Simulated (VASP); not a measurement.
# TaSi5 (Cm) in VASP: notebook

The runs below take TaSi5 through single point, with PBE.

Program: VASP 6.6.1. These are calculated values, not measurements. Logs are shortened: lines on timing, memory, paths and dates and some standing lists are left out, and cuts for length are marked.

## Step 1: The cell of the first run

Symmetry: Cm, No. 8, monoclinic system. The conventional cell has a = 4.758 Å, b = 7.833 Å, c = 4.893 Å, α = 90.00°, β = 97.10°, γ = 90.00°. Ta (site symmetry m) has 12 Si at 2.59 to 2.96 Å within 3.4 Å. Within 3.3 Å of Si (site symmetry 1) lie 8 Si at 2.47 to 3.12 Å and 2 Ta at 2.67 to 2.94 Å. Si (site symmetry 1) has 8 Si at 2.47 to 3.13 Å and 3 Ta at 2.74 to 2.96 Å within 3.3 Å. Within 3.4 Å of Si (site symmetry m) lie 10 Si at 2.57 to 3.32 Å and 2 Ta at 2.59 to 2.66 Å.

## Step 2: Single point, PBE

INCAR reads:

```
PREC = Accurate
ENCUT = 520
EDIFF = 1E-6
ISMEAR = 0
SIGMA = 0.1
LREAL = F
LASPH = T
NELM = 60
ALGO = Normal
ISIF = 2
LWAVE = F
LCHARG = F
GGA = PE
NBANDS = 24
```

KPOINTS reads:

```
regular mesh
0
Gamma
  4 4 4
```

POSCAR reads:

```
TaSi5
1.0
    2.3788702579     -3.9165086480      0.0000000000
    2.3788702579      3.9165086480      0.0000000000
   -0.6045098693      0.0000000000      4.8555745481
Ta Si
1 5
Direct
    0.9100354989      0.9100354989      0.0447605500
    0.7317839582      0.3424021272      0.7315067846
    0.6272948067      0.2928361789      0.2199007798
    0.2928361789      0.6272948067      0.2199007798
    0.3424021272      0.7317839582      0.7315067846
    0.1099656624      0.1099656624      0.5607883008
```

Potentials or basis: VASP PAW PBE potentials, release 64 (Ta_pv, Si).

Run with:

```
$ cat potpaw_PBE.64/Ta_pv/POTCAR potpaw_PBE.64/Si/POTCAR > POTCAR
$ mpirun -np 1 vasp_std > vasp.out
```

OUTCAR:

```text
PREC = Accurate
   ENCUT = 520
   EDIFF = 1E-6
   ISMEAR = 0
   LREAL = F
   LASPH = T
   NELM = 60
   ISIF = 2
   GGA = PE

 ion  position               nearest neighbor table
   1  0.910  0.910  0.045-   6 2.59   6 2.66   2 2.67   5 2.67   4 2.74   3 2.74   4 2.74   3 2.74
                             5 2.94   2 2.94   3 2.96   4 2.96
   2  0.732  0.342  0.732-   3 2.47   3 2.49   5 2.53   5 2.53   6 2.57   6 2.59   1 2.67   1 2.94
                             5 3.05   4 3.12
   3  0.627  0.293  0.220-   2 2.47   2 2.49   4 2.62   4 2.71   4 2.71   1 2.74   1 2.74   6 2.82
                             1 2.96   5 3.12   6 3.13
   4  0.293  0.627  0.220-   5 2.47   5 2.49   3 2.62   3 2.71   3 2.71   1 2.74   1 2.74   6 2.82
                             1 2.96   2 3.12   6 3.13
   5  0.342  0.732  0.732-   4 2.47   4 2.49   2 2.53   2 2.53   6 2.57   6 2.59   1 2.67   1 2.94
                             2 3.05   3 3.12
   6  0.110  0.110  0.561-   2 2.57   5 2.57   1 2.59   5 2.59   2 2.59   1 2.66   4 2.82   3 2.82
                             3 3.13   4 3.13

  LATTYP: Found a base centered monoclinic cell.
 ALAT       =     4.7577405158
 B/A-ratio  =     1.6463733720
 C/A-ratio  =     1.0284419685
 COS(beta)  =    -0.1235443397

  Lattice vectors:

 A1 = (   2.3788702579,  -3.9165086480,   0.0000000000)
 A2 = (   2.3788702579,   3.9165086480,   0.0000000000)
 A3 = (  -0.6045098693,   0.0000000000,   4.8555745481)

Analysis of symmetry for initial positions (statically):
=====================================================================
 Subroutine PRICEL returns:
 Original cell was already a primitive cell.

 Routine SETGRP: Setting up the symmetry group for a
 base centered monoclinic supercell.

 Subroutine GETGRP returns: Found  2 space group operations
 (whereof  2 operations were pure point group operations)
 out of a pool of  4 trial point group operations.

The static configuration has the point symmetry C_1h.

Analysis of symmetry for dynamics (positions and initial velocities):
=====================================================================
 Subroutine PRICEL returns:
 Original cell was already a primitive cell.

 Routine SETGRP: Setting up the symmetry group for a
 base centered monoclinic supercell.

 Subroutine GETGRP returns: Found  2 space group operations
 (whereof  2 operations were pure point group operations)
 out of a pool of  4 trial point group operations.

The dynamic configuration has the point symmetry C_1h.

 Subroutine INISYM returns: Found  2 space group operations
 (whereof  2 operations are pure point group operations),
 and found     1 'primitive' translations
[... 107 lines left out ...]
   NFREE  =      0    steps in history (QN), initial steepest desc. (CG)
   ISIF   =      2    stress and relaxation
   ISYM   =      2    0-nonsym 1-usesym 2-fastsym
   POTIM  = 0.5000    time-step for ionic-motion
   TEBEG  =    0.0;   TEEND  =   0.0 temperature during run
   PSTRESS=    0.0 pullay stress
   NELECT =      31.0000    total number of electrons
   NUPDOWN=      -1.0000    fix difference up-down
   EMIN   =  10.00;   EMAX   =-10.00  energy-range for DOS
   EFERMI =   0.00;   METHOD = LEGACY
   ISMEAR =     0;   SIGMA  =   0.10  broadening in eV -4-tet -1-fermi 0-gaus
   EFERMI_NEDOS =   21; number of points for ismear=-14 and -15
   IALGO  =     38    algorithm
   IMIX   =      4    mixing-type and parameters
     AMIX     =   0.40;   BMIX     =  1.00
     AMIX_MAG =   1.60;   BMIX_MAG =  1.00
  volume/ion in A,a.u.               =      15.08       101.76
  Fermi-wavevector in a.u.,A,eV,Ry     =   1.145553  2.164782 17.854817  1.312292
  Thomas-Fermi vector in A             =   2.282241
   LORBIT       =      0    0 simple, 1 ext, 2 COOP (PROOUT), +10 PAW based schemes
   GGA     = PE    functional components
   LHFCALC =     F    Hartree Fock is set to
   AEXX    =    0.0000 exact exchange contribution
   IVDW    =     0    specifies the selected vdW correction
   LEPSILON=     F    determine dielectric tensor
   LRPA    =     F    only Hartree local field effects (RPA)
 non-spin polarized calculation
 Gauss-broadening in eV      SIGMA  =   0.10
  energy-cutoff  :      520.00
  volume of cell :       90.48
 maximum number of plane-waves:      2462
 NGX is ok and might be reduce to    36
   NGX = 17   NGY = 17   NGZ = 19

 number of electron      31.0000000 magnetization

 Free energy of the ion-electron system (eV)
  ---------------------------------------------------
  ext. energy  EPLUGINS =         0.00000000
  ---------------------------------------------------
  free energy    TOTEN  =       -38.32605961 eV

  energy without entropy =      -38.31607794  energy(sigma->0) =      -38.32106878

 E-fermi :   9.0443     XC(G=0): -11.4072

 val. band max:        8.9956904445   @ k =   0.2500   0.0000   0.5000
 cond. band min:       9.1103140179   @ k =  -0.2500  -0.0000   0.2500
 fundamental gap:      0.1146235734
 Fermi energy:         9.0443374060

 k-point     1 :       0.0000    0.0000    0.0000
  band No.  band energies     occupation
      1     -25.1768      2.00000
      2     -25.1517      2.00000
      3     -25.1333      2.00000
      4      -4.5411      2.00000
      5       0.8927      2.00000
      6       1.8371      2.00000
[... 637 lines left out ...]
     23      13.6127      0.00000
     24      13.9229      0.00000

------------------------ aborting loop because EDIFF is reached ----------------------------------------

  FORCE on cell =-STRESS in cart. coord.  units (eV):
  Direction    XX          YY          ZZ          XY          YZ          ZX
  --------------------------------------------------------------------------------------
  -------------------------------------------------------------------------------------
  Total       -0.5628487      1.4335763     -0.2916670      0.0000000      0.0000000     -0.0298927
  in kB       -9.9669390     25.3858051     -5.1648464      0.0000000      0.0000000     -0.5293407
  external PRESSURE =       3.4180066 kB  Pullay stress =       0.0000000 kB

 VOLUME and BASIS-vectors are now :
 -----------------------------------------------------------------------------
  energy-cutoff  :      520.00
  volume of cell :       90.48
      direct lattice vectors                 reciprocal lattice vectors
     2.378870258 -3.916508648  0.000000000     0.210183804 -0.127664725  0.026167487
     2.378870258  3.916508648  0.000000000     0.210183804  0.127664725  0.026167487
    -0.604509869  0.000000000  4.855574548     0.000000000  0.000000000  0.205948851

 POSITION                                       TOTAL-FORCE (eV/Angst)
 -----------------------------------------------------------------------------------
      4.30265      0.00000      0.21734         0.005883      0.000000      0.195306
      2.11315     -1.52502      3.55189        -0.054187      0.234637     -0.062243
      2.05594     -1.30991      1.06774        -0.059326      0.032572      0.033209
      2.05594      1.30991      1.06774        -0.059326     -0.032572      0.033209
      2.11315      1.52502      3.55189        -0.054187     -0.234637     -0.062243
      0.18419      0.00000      2.72295         0.221143      0.000000     -0.137237
 -----------------------------------------------------------------------------------
    total drift:                               -0.000189     -0.000000      0.000252

  FREE ENERGIE OF THE ION-ELECTRON SYSTEM (eV)
  ---------------------------------------------------
  free  energy   TOTEN  =       -38.3260596111 eV

  energy  without entropy=      -38.3160779397  energy(sigma->0) =      -38.32106878
```

It took 34 s on 1 thread of Intel Xeon Platinum 8259CL at 2.50GHz (Skylake/Cascade Lake), shared host; peak memory 0.22 GiB.

What came out:

* Free energy: -38.3261 eV
* Pressure: 0.3 GPa
* Largest force: 0.260 eV/Å

Forces in eV/Å, atoms in the order of the input:
```
Ta   0.006  0.000  0.195
Si  -0.054  0.235 -0.062
Si  -0.059  0.033  0.033
Si  -0.059 -0.033  0.033
Si  -0.054 -0.235 -0.062
Si   0.221  0.000 -0.137
```

Caveat: the k points lie up to 0.39 Å⁻¹ apart; spin-orbit coupling is left out, which moves the levels of the heavy elements.

## Step 3: Single point, PBE

INCAR reads:

```
SYSTEM = TaSi5
PREC = Accurate ; ENCUT = 520
EDIFF = 1E-6 ; ISMEAR = 0
SIGMA = 0.1 ; LREAL = .FALSE.
LASPH = .TRUE. ; NELM = 100
ALGO = Normal ; ISIF = 2
LWAVE = .FALSE. ; LCHARG = .FALSE.
GGA = PE ; NBANDS = 24
```

KPOINTS reads:

```
Automatic mesh
0
G
  4 4 4
  0 0 0
```

POSCAR reads:

```
TaSi5
1.0
    2.3495892149     -3.9682298192      0.0050201462
    2.3495892149      3.9682298192      0.0050201462
   -0.5868223248      0.0000000000      4.8569895253
Ta Si
1 5
Direct
    0.9121309193      0.9121309193      0.0529818591
    0.7279492851      0.3525644749      0.7281938180
    0.6207070860      0.2876647261      0.2171704899
    0.2876647261      0.6207070860      0.2171704899
    0.3525644749      0.7279492851      0.7281938180
    0.1133017410      0.1133017410      0.5646535047
```

Potentials or basis: VASP PAW PBE potentials, release 64 (Ta_pv, Si).

Run with:

```
$ cat potpaw_PBE.64/Ta_pv/POTCAR potpaw_PBE.64/Si/POTCAR > POTCAR
$ mpirun -np 1 vasp_std > vasp.out
```

Run time: 35 s. Hardware: 1 thread of Intel Xeon Platinum 8259CL at 2.50GHz (Skylake/Cascade Lake), shared host; peak memory 0.22 GiB.

It converged, with:

```yaml
Free_energy: -38.3580 eV
Pressure: 0.0 GPa
Largest_force: 0.027 eV/Å
```

Forces in eV/Å, atoms in the order of the input:
```
Ta  -0.002  0.000  0.000
Si  -0.005  0.002 -0.015
Si   0.009 -0.024  0.008
Si   0.009  0.024  0.008
Si  -0.005 -0.002 -0.015
Si  -0.006  0.000  0.015
```

Stress tensor (GPa, compression positive):
```
 0.02  0.00  0.10
 0.00  0.05  0.00
 0.10  0.00 -0.04
```

Levels at points of the mesh, in eV from the Fermi level:
| k point | band 13 | band 14 | band 15 | band 16 | band 17 | band 18 |
| --- | --- | --- | --- | --- | --- | --- |
| (0.00, 0.00, 0.00) | -2.60 | -2.12 | -1.19 | -0.37 | -0.29 | 0.24 |
| (0.50, 0.00, 0.00) | -1.72 | -1.35 | -0.56 | 1.03 | 1.39 | 1.73 |
| (0.50, 0.50, 0.00) | -1.82 | -1.60 | -1.14 | 1.59 | 1.88 | 2.07 |
| (0.00, 0.00, 0.50) | -3.20 | -2.78 | -1.63 | -0.22 | -0.17 | 0.46 |
| (0.50, 0.00, 0.50) | -0.99 | -0.63 | 0.58 | 0.84 | 1.75 | 2.06 |
| (0.50, 0.50, 0.50) | -1.17 | -0.62 | 0.31 | 1.04 | 2.14 | 2.32 |

Caveat: the k points lie up to 0.39 Å⁻¹ apart; spin-orbit coupling is left out, which moves the levels of the heavy elements.
